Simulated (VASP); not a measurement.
# PbO2 (Fm-3m) in VASP: a series of runs

Runs on PbO2. Level: LDA. Tasks: single point.

All numbers are computed with VASP 6.6.1; they aren't measurements. Logs are shortened: lines on timing, memory, paths and dates and some standing lists are left out, and cuts for length are marked.

## Step 1: The cell of the first run

It takes space group Fm-3m (No. 225, cubic). The conventional cell has a = 5.440 Å, b = 5.440 Å, c = 5.440 Å, α = 90.00°, β = 90.00°, γ = 90.00°. Pb (site symmetry m-3m) has 8 O at 2.36 Å within 3.1 Å. Within 3.1 Å of O (site symmetry -43m) lie 4 Pb at 2.36 Å and 6 O at 2.72 Å.

## Step 2: Single point, LDA

Input file INCAR:

```
SYSTEM = PbO2
PREC = Accurate ; ENCUT = 520
EDIFF = 1E-7 ; ISMEAR = -1
SIGMA = 0.05 ; LREAL = .FALSE.
LASPH = .TRUE. ; NELM = 80
ALGO = Normal ; ISIF = 2
LWAVE = .FALSE. ; LCHARG = .TRUE.
GGA = CA ; LELF = .TRUE.
LVHAR = .TRUE. ; NBANDS = 20
```

Input file KPOINTS:

```
regular mesh
0
G
  9 9 9
  0 0 0
```

Input file POSCAR:

```
PbO2
1.0
    0.0000000000      2.7198865082      2.7198865082
    2.7198865082      0.0000000000      2.7198865082
    2.7198865082      2.7198865082      0.0000000000
Pb O
1 2
Direct
    0.0000000000      0.0000000000      0.0000000000
    0.7500000000      0.7500000000      0.7500000000
    0.2500000000      0.2500000000      0.2500000000
```

Potentials or basis: VASP PAW LDA potentials, release 64 (Pb_d, O).

On the command line:

```console
> cat potpaw_LDA.64/Pb_d/POTCAR potpaw_LDA.64/O/POTCAR > POTCAR
> mpirun -np 1 vasp_std > vasp.out
```

OUTCAR:

```text
SYSTEM = PbO2
   PREC = Accurate
   ENCUT = 520
   EDIFF = 1E-7
   ISMEAR = -1
   LREAL = .FALSE.
   LASPH = .TRUE.
   NELM = 80
   ISIF = 2
   GGA = CA

 ion  position               nearest neighbor table
   1  0.000  0.000  0.000-   2 2.36   2 2.36   2 2.36   2 2.36   3 2.36   3 2.36   3 2.36   3 2.36

   2  0.750  0.750  0.750-   1 2.36   1 2.36   1 2.36   1 2.36
   3  0.250  0.250  0.250-   1 2.36   1 2.36   1 2.36   1 2.36

  LATTYP: Found a face centered cubic cell.
 ALAT       =     5.4397730164

  Lattice vectors:

 A1 = (   0.0000000000,   2.7198865082,   2.7198865082)
 A2 = (   2.7198865082,   0.0000000000,   2.7198865082)
 A3 = (   2.7198865082,   2.7198865082,   0.0000000000)

Analysis of symmetry for initial positions (statically):
=====================================================================
 Subroutine PRICEL returns:
 Original cell was already a primitive cell.

 Routine SETGRP: Setting up the symmetry group for a
 face centered cubic supercell.

 Subroutine GETGRP returns: Found 48 space group operations
 (whereof 48 operations were pure point group operations)
 out of a pool of 48 trial point group operations.

The static configuration has the point symmetry O_h .

Analysis of symmetry for dynamics (positions and initial velocities):
=====================================================================
 Subroutine PRICEL returns:
 Original cell was already a primitive cell.

 Routine SETGRP: Setting up the symmetry group for a
 face centered cubic supercell.

 Subroutine GETGRP returns: Found 48 space group operations
 (whereof 48 operations were pure point group operations)
 out of a pool of 48 trial point group operations.

The dynamic configuration has the point symmetry O_h .

 Subroutine INISYM returns: Found 48 space group operations
 (whereof 48 operations are pure point group operations),
 and found     1 'primitive' translations

----------------------------------------------------------------------------------------

                                     Primitive cell

  volume of cell :      40.2423

  direct lattice vectors                    reciprocal lattice vectors
     0.000000000  2.719886508  2.719886508    -0.183831200  0.183831200  0.183831200
     2.719886508  0.000000000  2.719886508     0.183831200 -0.183831200  0.183831200
     2.719886508  2.719886508  0.000000000     0.183831200  0.183831200 -0.183831200

  length of vectors
     3.846500388  3.846500388  3.846500388     0.318404978  0.318404978  0.318404978

[... 76 lines left out ...]
   ISPIN  =      1    spin polarized calculation?
   LNONCOLLINEAR =      F non collinear calculations
   LSORBIT =      F    spin-orbit coupling
   LASPH  =      T    aspherical Exc in radial PAW
   ENCUT  =  520.0 eV  38.22 Ry    6.18 a.u.   7.15  7.15  7.15*2*pi/ulx,y,z
   NELM   =     80;   NELMIN=  2; NELMDL= -5     # of ELM steps
   EDIFF  = 0.1E-06   stopping-criterion for ELM
   LREAL  =      F    real-space projection
   EDIFFG = 0.1E-05   stopping-criterion for IOM
   NSW    =      0    number of steps for IOM
   IBRION =     -1    ionic relax: 0-MD 1-quasi-New 2-CG
   NFREE  =      0    steps in history (QN), initial steepest desc. (CG)
   ISIF   =      2    stress and relaxation
   ISYM   =      2    0-nonsym 1-usesym 2-fastsym
   POTIM  = 0.5000    time-step for ionic-motion
   TEBEG  =    0.0;   TEEND  =   0.0 temperature during run
   PSTRESS=    0.0 pullay stress
   NELECT =      26.0000    total number of electrons
   NUPDOWN=      -1.0000    fix difference up-down
   EMIN   =  10.00;   EMAX   =-10.00  energy-range for DOS
   EFERMI =   0.00;   METHOD = LEGACY
   ISMEAR =    -1;   SIGMA  =   0.05  broadening in eV -4-tet -1-fermi 0-gaus
   EFERMI_NEDOS =   21; number of points for ismear=-14 and -15
   IALGO  =     38    algorithm
   IMIX   =      4    mixing-type and parameters
     AMIX     =   0.40;   BMIX     =  1.00
     AMIX_MAG =   1.60;   BMIX_MAG =  1.00
  volume/ion in A,a.u.               =      13.41        90.52
  Fermi-wavevector in a.u.,A,eV,Ry     =   1.415267  2.674468 27.252222  2.002982
  Thomas-Fermi vector in A             =   2.536724
   LORBIT       =      0    0 simple, 1 ext, 2 COOP (PROOUT), +10 PAW based schemes
   GGA     = CA    functional components
   LHFCALC =     F    Hartree Fock is set to
   AEXX    =    0.0000 exact exchange contribution
   IVDW    =     0    specifies the selected vdW correction
   LEPSILON=     F    determine dielectric tensor
   LRPA    =     F    only Hartree local field effects (RPA)
 non-spin polarized calculation
  energy-cutoff  :      520.00
  volume of cell :       40.24
 maximum number of plane-waves:      1094
 NGX is ok and might be reduce to    30
   NGX = 15   NGY = 15   NGZ = 15

 number of electron      25.9999993 magnetization

 Free energy of the ion-electron system (eV)
  ---------------------------------------------------
  ext. energy  EPLUGINS =         0.00000000
  ---------------------------------------------------
  free energy    TOTEN  =       -18.00956722 eV

  energy without entropy =      -18.00364349  energy(sigma->0) =      -18.00660535

 E-fermi :   5.0827     XC(G=0): -11.5707

 val. band max:        5.0332658409   @ k =  -0.3333   0.4444   0.2222
 cond. band min:       5.5191733237   @ k =  -0.1111   0.1111   0.0000
 fundamental gap:      0.4859074828
 Fermi energy:         5.0827188088

 k-point     1 :       0.0000    0.0000    0.0000
  band No.  band energies     occupation
      1     -13.0425      2.00000
      2     -10.5075      2.00000
      3     -10.5075      2.00000
      4     -10.5075      2.00000
      5     -10.2750      2.00000
      6     -10.2750      2.00000
[... 541 lines left out ...]
     19      20.9795      0.00000
     20      21.6691      0.00000

 [... further k-points ...]
[... 5 lines left out ...]
  --------------------------------------------------------------------------------------
  -------------------------------------------------------------------------------------
  Total       -3.0255920     -3.0255920     -3.0255920      0.0000000     -0.0000000      0.0000000
  in kB     -120.4588190   -120.4588190   -120.4588190      0.0000000     -0.0000000      0.0000000
  external PRESSURE =    -120.4588190 kB  Pullay stress =       0.0000000 kB

 VOLUME and BASIS-vectors are now :
 -----------------------------------------------------------------------------
  energy-cutoff  :      520.00
  volume of cell :       40.24
      direct lattice vectors                 reciprocal lattice vectors
     0.000000000  2.719886508  2.719886508    -0.183831200  0.183831200  0.183831200
     2.719886508  0.000000000  2.719886508     0.183831200 -0.183831200  0.183831200
     2.719886508  2.719886508  0.000000000     0.183831200  0.183831200 -0.183831200

 POSITION                                       TOTAL-FORCE (eV/Angst)
 -----------------------------------------------------------------------------------
      0.00000      0.00000      0.00000        -0.000000      0.000000      0.000000
      4.07983      4.07983      4.07983         0.000000     -0.000000     -0.000000
      1.35994      1.35994      1.35994         0.000000     -0.000000      0.000000
 -----------------------------------------------------------------------------------
    total drift:                                0.000000     -0.000000      0.000000

  FREE ENERGIE OF THE ION-ELECTRON SYSTEM (eV)
  ---------------------------------------------------
  free  energy   TOTEN  =       -18.0095672215 eV

  energy  without entropy=      -18.0036434875  energy(sigma->0) =      -18.00660535
```

OSZICAR:

```text
N       E                     dE             d eps       ncg     rms          rms(c)
DAV:   1     0.261436173793E+03    0.26144E+03   -0.13602E+04  1412   0.157E+03
DAV:   2     0.391392795237E+01   -0.25752E+03   -0.24544E+03  1492   0.421E+02
DAV:   3    -0.198708046761E+02   -0.23785E+02   -0.23270E+02  1668   0.131E+02
DAV:   4    -0.205646822724E+02   -0.69388E+00   -0.69291E+00  1596   0.226E+01
DAV:   5    -0.205854935102E+02   -0.20811E-01   -0.20810E-01  1844   0.415E+00    0.904E+00
DAV:   6    -0.180999712992E+02    0.24855E+01   -0.10756E+01  2112   0.398E+01    0.306E+00
DAV:   7    -0.180420777930E+02    0.57894E-01   -0.58457E-01  1596   0.829E+00    0.164E+00
DAV:   8    -0.180206394735E+02    0.21438E-01   -0.21858E-01  1564   0.407E+00    0.865E-01
DAV:   9    -0.180095530205E+02    0.11086E-01   -0.31685E-02  1908   0.188E+00    0.172E-01
DAV:  10    -0.180095618513E+02   -0.88308E-05   -0.36795E-03  1552   0.434E-01    0.354E-02
DAV:  11    -0.180095763722E+02   -0.14521E-04   -0.41265E-05  1748   0.583E-02    0.313E-02
DAV:  12    -0.180095672550E+02    0.91172E-05   -0.35193E-05  1720   0.479E-02    0.646E-03
DAV:  13    -0.180095672369E+02    0.18153E-07   -0.15851E-06  1628   0.957E-03    0.110E-03
DAV:  14    -0.180095672215E+02    0.15415E-07   -0.24773E-07  1356   0.699E-03
   1 F= -.18009567E+02 E0= -.18006605E+02  d E =-.592373E-02
```

Wall time 61 s (1 thread of Intel Xeon 8259CL, shared host); peak memory 0.16 GiB.

What came out:

```yaml
Free_energy: -18.0096 eV
Pressure: -12.0 GPa
Band_gap_on_the_k_mesh: zero (band 13 reaches 5.03 eV, above the bottom of band 14 at 3.90 eV)
```

Levels at points of the mesh, in eV from the Fermi level:
```
           k point  band 9  band 10  band 11  band 12  band 13  band 14  band 15  band 16  band 17  band 18
(0.00, 0.00, 0.00)   -1.95    -1.95    -1.95    -1.18    -1.18    -1.18     6.70     6.70     6.70    11.26
```

Caveat: spin-orbit coupling is left out, which moves the levels of the heavy elements.

## Step 3: Single point, LDA

This run uses another cell than the first one, of 13.68 Å³/atom, 1.020 times its volume.

Input file INCAR:

```
PREC = Accurate ; ENCUT = 520
EDIFF = 1E-7 ; ISMEAR = -1
SIGMA = 0.05 ; LREAL = False
LASPH = True ; NELM = 60
ALGO = Normal ; ISIF = 2
LWAVE = False ; LCHARG = True
GGA = CA ; LELF = True
LVHAR = True ; NBANDS = 20
```

Input file KPOINTS:

```
regular mesh
0
Gamma
  9 9 9
```

Input file POSCAR:

```
PbO2
1.0
    0.0000000000      2.7375486038      2.7375486038
    2.7375486038      0.0000000000      2.7375486038
    2.7375486038      2.7375486038      0.0000000000
Pb O
1 2
Direct
    0.0000000000      0.0000000000      0.0000000000
    0.7500000000      0.7500000000      0.7500000000
    0.2500000000      0.2500000000      0.2500000000
```

Potentials or basis: VASP PAW LDA potentials, release 64 (Pb_d, O).

On the command line:

```console
> cat potpaw_LDA.64/Pb_d/POTCAR potpaw_LDA.64/O/POTCAR > POTCAR
> mpirun -np 1 vasp_std > vasp.out
```

Run time: 72 s. Hardware: 1 thread of Intel Xeon 8259CL, shared host; peak memory 0.16 GiB.

Results (log left out):

```
Free energy            : -17.9464 eV
Pressure               : -14.0 GPa
Band gap on the k mesh : zero (band 13 reaches 4.79 eV, above the bottom of band 14 at 3.69 eV)
```

Levels at points of the mesh, in eV from the Fermi level:
```
           k point  band 9  band 10  band 11  band 12  band 13  band 14  band 15  band 16  band 17  band 18
(0.00, 0.00, 0.00)   -1.91    -1.91    -1.91    -1.15    -1.15    -1.15     6.64     6.64     6.64    11.16
```

Caveat: spin-orbit coupling is left out, which moves the levels of the heavy elements.

## Step 4: Single point, LDA

This run uses another cell than the first one, of 13.94 Å³/atom, 1.039 times its volume.

Input file INCAR:

```
ALGO     = Normal         # electronic algorithm
EDIFF    = 1E-7           # SCF threshold, eV
ENCUT    = 520            # plane-wave cutoff, eV
GGA      = CA             # functional
ISIF     = 2              # what is computed and relaxed
ISMEAR   = -1             # smearing method
LASPH    = T              # aspherical terms in the spheres
LCHARG   = T              # write CHGCAR
LELF     = T              # ELF
LREAL    = F              # projectors in reciprocal space
LVHAR    = T            
LWAVE    = F              # write WAVECAR
NBANDS   = 20             # bands
NELM     = 60             # most SCF steps
PREC     = Accurate       # precision mode
SIGMA    = 0.05           # smearing width, eV
```

Input file KPOINTS:

```
k-points
0
Gamma
  9 9 9
```

Input file POSCAR:

```
PbO2
1.0
    0.0000000000      2.7549856893      2.7549856893
    2.7549856893      0.0000000000      2.7549856893
    2.7549856893      2.7549856893      0.0000000000
Pb O
1 2
Direct
    0.0000000000      0.0000000000      0.0000000000
    0.7500000000      0.7500000000      0.7500000000
    0.2500000000      0.2500000000      0.2500000000
```

On the command line:

```console
> cat potpaw_LDA.64/Pb_d/POTCAR potpaw_LDA.64/O/POTCAR > POTCAR
> mpirun -np 1 vasp_std > vasp.out
```

It took 67 s on 1 thread of Intel Xeon 8259CL, shared host; peak memory 0.16 GiB.

The run converged. Its results:

- Free energy: -17.8740 eV
- Pressure: -15.7 GPa
- Band gap on the k mesh: zero (band 13 reaches 4.56 eV, above the bottom of band 14 at 3.50 eV)

Levels at points of the mesh, in eV from the Fermi level:
```
           k point  band 11  band 12  band 13  band 14  band 15  band 16
(0.00, 0.00, 0.00)    -1.88    -1.11    -1.11    -1.11     6.58     6.58
```

Caveat: spin-orbit coupling is left out, which moves the levels of the heavy elements.

## Step 5: Overview

```csv
cell,gap on the mesh (eV),pressure (GPa)
"a = 3.847 Å, angles 60.0°, 3 atoms",none,-12.0
"a = 3.871 Å, angles 60.0°, 3 atoms",none,-14.0
"a = 3.896 Å, angles 60.0°, 3 atoms",none,-15.7
```

Alike in all rows: task single point; level LDA; potentials or basis VASP PAW LDA potentials, release 64 (Pb_d, O); no spin polarisation; k mesh 9 × 9 × 9; cutoff (eV) 520; smearing fermi-dirac 0.05 eV.

Caveats: spin-orbit coupling is left out, which moves the levels of the heavy elements.

Absolute energies hang on the potentials; compare differences alone.
